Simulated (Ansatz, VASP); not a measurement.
Br in VASP and in Ansatz

```
CELL_PARAMETERS angstrom
0.00000 3.18656 3.18656
3.18656 0.00000 3.18656
3.18656 3.18656 0.00000
ATOMIC_POSITIONS crystal
Br 0.87500 0.87500 0.87500
Br 0.12500 0.12500 0.12500
```

Change from the starting cell: volume scaled by 0.85, LAPW.

Alike in both runs: task single point; functional LDA; k mesh 11 × 11 × 11; occupations fermi-dirac, width 0.08 eV; no spin polarisation.

```csv
,VASP,Ansatz
version,VASP 6.6.1,Ansatz 0.2.0
potentials or method,"VASP PAW LDA potentials, release 64 (Br), cutoff 520 eV","all-electron LAPW, scalar-relativistic"
```

```csv
,VASP,Ansatz,Ansatz less VASP
pressure (GPa),5.3,5.3,-0.06
```

LDA's correlation is that of Perdew and Zunger in VASP and of Perdew and Wang (1992) in Ansatz. Ansatz ran all-electron here, and VASP with PAW potentials.
